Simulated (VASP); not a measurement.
# Be in VASP: notebook, part 2 of 2

VASP 6.6.1.

## Step 3: Electric field gradients, PBE (equal xx and yy strain of -2 %)

Input file INCAR:

```
PREC = Accurate
ENCUT = 520
EDIFF = 1E-8
ISMEAR = -1
SIGMA = 0.03
LREAL = False
LASPH = True
NELM = 100
ALGO = Normal
ISIF = 2
LWAVE = False
LCHARG = False
GGA = PE
LEFG = True
NBANDS = 7
```

Input file KPOINTS:

```
regular mesh
0
Gamma
  23 23 23
```

Input file POSCAR:

```
Be
1.0
   -1.2280585323      1.2280585323      1.2531209513
    1.2280585323     -1.2280585323      1.2531209513
    1.2280585323      1.2280585323     -1.2531209513
Be
1
Direct
    0.0000000000      0.0000000000      0.0000000000
```

Potentials or basis: VASP PAW PBE potentials, release 64 (Be).

The run is started by

```
cat potpaw_PBE.64/Be/POTCAR > POTCAR
mpirun -np 1 vasp_std > vasp.out
```

OUTCAR:

```text
PREC = Accurate
   ENCUT = 520
   EDIFF = 1E-8
   ISMEAR = -1
   LREAL = False
   LASPH = True
   NELM = 100
   ISIF = 2
   GGA = PE

 ion  position               nearest neighbor table
   1  0.000  0.000  0.000-

  LATTYP: Found a body centered tetragonal cell.
 ALAT       =     2.4561170646
 C/A-ratio  =     1.0204081632

  Lattice vectors:

 A1 = (  -1.2280585323,   1.2280585323,   1.2531209513)
 A2 = (   1.2280585323,  -1.2280585323,   1.2531209513)
 A3 = (   1.2280585323,   1.2280585323,  -1.2531209513)

Analysis of symmetry for initial positions (statically):
=====================================================================
 Subroutine PRICEL returns:
 Original cell was already a primitive cell.

 Routine SETGRP: Setting up the symmetry group for a
 body centered tetragonal supercell.

 Subroutine GETGRP returns: Found 16 space group operations
 (whereof 16 operations were pure point group operations)
 out of a pool of 16 trial point group operations.

The static configuration has the point symmetry D_4h.

Analysis of symmetry for dynamics (positions and initial velocities):
=====================================================================
 Subroutine PRICEL returns:
 Original cell was already a primitive cell.

 Routine SETGRP: Setting up the symmetry group for a
 body centered tetragonal supercell.

 Subroutine GETGRP returns: Found 16 space group operations
 (whereof 16 operations were pure point group operations)
 out of a pool of 16 trial point group operations.

The dynamic configuration has the point symmetry D_4h.

 Subroutine INISYM returns: Found 16 space group operations
 (whereof 16 operations are pure point group operations),
 and found     1 'primitive' translations

----------------------------------------------------------------------------------------

                                     Primitive cell

  volume of cell :       7.5595

  direct lattice vectors                    reciprocal lattice vectors
    -1.228058532  1.228058532  1.253120951     0.000000000  0.407146717  0.399003783
     1.228058532 -1.228058532  1.253120951     0.407146717  0.000000000  0.399003783
     1.228058532  1.228058532 -1.253120951     0.407146717  0.407146717  0.000000000

  length of vectors
     2.141627334  2.141627334  2.141627334     0.570063565  0.570063565  0.575792409

  position of ions in fractional coordinates (direct lattice)
     0.000000000  0.000000000  0.000000000

  ion indices of the primitive-cell ions
   primitive index   ion index
                 1           1

----------------------------------------------------------------------------------------

 KPOINTS: regular mesh

Automatic generation of k-mesh.
 Grid dimensions read from file:
 generate k-points for:   23   23   23

 Generating k-lattice:

  Cartesian coordinates                     Fractional coordinates (reciprocal lattice)
[... 59 lines left out ...]
   NELM   =    100;   NELMIN=  2; NELMDL= -5     # of ELM steps
   EDIFF  = 0.1E-07   stopping-criterion for ELM
   LREAL  =      F    real-space projection
   EDIFFG = 0.1E-06   stopping-criterion for IOM
   NSW    =      0    number of steps for IOM
   IBRION =     -1    ionic relax: 0-MD 1-quasi-New 2-CG
   NFREE  =      0    steps in history (QN), initial steepest desc. (CG)
   ISIF   =      2    stress and relaxation
   ISYM   =      2    0-nonsym 1-usesym 2-fastsym
   POTIM  = 0.5000    time-step for ionic-motion
   TEBEG  =    0.0;   TEEND  =   0.0 temperature during run
   PSTRESS=    0.0 pullay stress
   NELECT =       2.0000    total number of electrons
   NUPDOWN=      -1.0000    fix difference up-down
   EMIN   =  10.00;   EMAX   =-10.00  energy-range for DOS
   EFERMI =   0.00;   METHOD = LEGACY
   ISMEAR =    -1;   SIGMA  =   0.03  broadening in eV -4-tet -1-fermi 0-gaus
   EFERMI_NEDOS =   21; number of points for ismear=-14 and -15
   IALGO  =     38    algorithm
   IMIX   =      4    mixing-type and parameters
     AMIX     =   0.40;   BMIX     =  1.00
     AMIX_MAG =   1.60;   BMIX_MAG =  1.00
  volume/ion in A,a.u.               =       7.56        51.01
  Fermi-wavevector in a.u.,A,eV,Ry     =   1.050964  1.986034 15.027976  1.104525
  Thomas-Fermi vector in A             =   2.185988
   LORBIT       =      0    0 simple, 1 ext, 2 COOP (PROOUT), +10 PAW based schemes
   GGA     = PE    functional components
   LHFCALC =     F    Hartree Fock is set to
   AEXX    =    0.0000 exact exchange contribution
   IVDW    =     0    specifies the selected vdW correction
   LEPSILON=     F    determine dielectric tensor
   LRPA    =     F    only Hartree local field effects (RPA)
 non-spin polarized calculation
  energy-cutoff  :      520.00
  volume of cell :        7.56
 maximum number of plane-waves:       220
   NGX =  7   NGY =  7   NGZ =  7

 number of electron       2.0000000 magnetization

 Free energy of the ion-electron system (eV)
  ---------------------------------------------------
  ext. energy  EPLUGINS =         0.00000000
  ---------------------------------------------------
  free energy    TOTEN  =        -3.66276361 eV

  energy without entropy =       -3.66245762  energy(sigma->0) =       -3.66261062

 E-fermi :   8.2962     XC(G=0): -10.7604

 val. band max:        8.2952822314   @ k =   0.3478   0.3043   0.0870
 cond. band min:       8.3371042495   @ k =   0.3913   0.3043  -0.0000
 fundamental gap:      0.0418220182
 Fermi energy:         8.2962434625

 k-point     1 :       0.0000    0.0000    0.0000
  band No.  band energies     occupation
      1      -4.2016      2.00000
      2      28.1629      0.00000
      3      28.3190      0.00000
      4      28.3190      0.00000
      5      39.4869      0.00000
      6      39.4869      0.00000
      7      40.4051      0.00000
[... 221 lines left out ...]
 k-point    24 :      -0.4783    0.0435    0.0000
  band No.  band energies     occupation
      1       2.5243      2.00000
      2       9.2456      0.00000
      3      20.9651      0.00000
      4      23.8764      0.00000
      5      30.3259      0.00000
      6      35.4593      0.00000
      7      44.5391      0.00000

 [... further k-points ...]
[... 5 lines left out ...]
  --------------------------------------------------------------------------------------
  -------------------------------------------------------------------------------------
  Total        0.2021170      0.2021170      0.2422679      0.0000000      0.0000000      0.0000000
  in kB       42.8373213     42.8373213     51.3470385      0.0000000      0.0000000      0.0000000
  external PRESSURE =      45.6738937 kB  Pullay stress =       0.0000000 kB

 VOLUME and BASIS-vectors are now :
 -----------------------------------------------------------------------------
  energy-cutoff  :      520.00
  volume of cell :        7.56
      direct lattice vectors                 reciprocal lattice vectors
    -1.228058532  1.228058532  1.253120951     0.000000000  0.407146717  0.399003783
     1.228058532 -1.228058532  1.253120951     0.407146717  0.000000000  0.399003783
     1.228058532  1.228058532 -1.253120951     0.407146717  0.407146717  0.000000000

 POSITION                                       TOTAL-FORCE (eV/Angst)
 -----------------------------------------------------------------------------------
      0.00000      0.00000      0.00000        -0.000000     -0.000000      0.000000
 -----------------------------------------------------------------------------------
    total drift:                                0.000000     -0.000000      0.000000

  FREE ENERGIE OF THE ION-ELECTRON SYSTEM (eV)
  ---------------------------------------------------
  free  energy   TOTEN  =        -3.6627636079 eV

  energy  without entropy=       -3.6624576227  energy(sigma->0) =       -3.66261062

 Electric field gradients (V/A^2)
---------------------------------------------------------------------
 ion       V_xx      V_yy      V_zz      V_xy      V_xz      V_yz
---------------------------------------------------------------------
   1      -0.056    -0.056     0.113    -0.000    -0.000    -0.000
---------------------------------------------------------------------

 Electric field gradients after diagonalization (V/A^2)
 (convention: |V_zz| > |V_xx| > |V_yy|)
----------------------------------------------------------------------
 ion       V_xx      V_yy      V_zz     asymmetry (V_yy - V_xx)/ V_zz
----------------------------------------------------------------------
   1      -0.056    -0.056     0.113       0.000
----------------------------------------------------------------------

           NMR quadrupolar parameters

 Cq : quadrupolar parameter    Cq=e*Q*V_zz/h
 eta: asymmetry parameters     (V_yy - V_xx)/ V_zz
 Q  : nuclear electric quadrupole moment in mb (millibarn)
----------------------------------------------------------------------
 ion       Cq(MHz)       eta       Q (mb)
----------------------------------------------------------------------
   1       0.000       0.000       1.000
----------------------------------------------------------------------
```

OSZICAR:

```text
N       E                     dE             d eps       ncg     rms          rms(c)
DAV:   1    -0.240214278019E+01   -0.24021E+01   -0.11680E+03 14196   0.236E+02
DAV:   2    -0.369445982318E+01   -0.12923E+01   -0.12400E+01 18263   0.262E+01
DAV:   3    -0.369616868016E+01   -0.17089E-02   -0.17088E-02 14672   0.855E-01
DAV:   4    -0.369616895170E+01   -0.27154E-06   -0.27135E-06 19852   0.110E-02
DAV:   5    -0.369616895159E+01    0.11315E-09   -0.40942E-10 14798   0.526E-05    0.814E-01
DAV:   6    -0.367198131319E+01    0.24188E-01   -0.29399E-03 14490   0.536E-01    0.502E-01
DAV:   7    -0.366278466490E+01    0.91966E-02   -0.28227E-03 14070   0.553E-01    0.192E-02
DAV:   8    -0.366276356822E+01    0.21097E-04   -0.78220E-06 14938   0.238E-02    0.746E-03
DAV:   9    -0.366276367146E+01   -0.10325E-06   -0.11164E-06 15757   0.749E-03    0.373E-04
DAV:  10    -0.366276369358E+01   -0.22116E-07   -0.13446E-09 14483   0.348E-04    0.184E-04
DAV:  11    -0.366276360886E+01    0.84716E-07   -0.23465E-09 11340   0.453E-04    0.407E-06
DAV:  12    -0.366276360787E+01    0.99639E-09   -0.32427E-11  7091   0.340E-05
   1 F= -.36627636E+01 E0= -.36626106E+01  d E =-.305985E-03
```

stdout:

```text
POSCAR found type information on POSCAR Be
 POSCAR found :  1 types and       1 ions
 scaLAPACK will be used
 LDA part: xc-table for (Slater+PW92), standard interpolation
 POSCAR, INCAR and KPOINTS ok, starting setup
 FFT: planning ... GRIDC
 FFT: planning ... GRID_SOFT
 FFT: planning ... GRID
 WAVECAR not read
 entering main loop
ion   1
```

It used 13 s of CPU time on 1 thread of Intel Xeon 6975P-C (shared host).

Results:

- Free energy: -3.6628 eV
- Pressure: 4.6 GPa
- Band gap on the k mesh: zero (band 1 reaches 11.88 eV, above the bottom of band 2 at 6.99 eV)

Stress tensor (GPa, compression positive):
```
4.28 0.00 0.00
0.00 4.28 0.00
0.00 0.00 5.13
```

Caveat: the cell differs from its parent crystal (equal xx and yy strain of -2 %); without QUAD_EFG the Cq values of the log hold for a quadrupole moment of 1 mb, not for the nuclei.
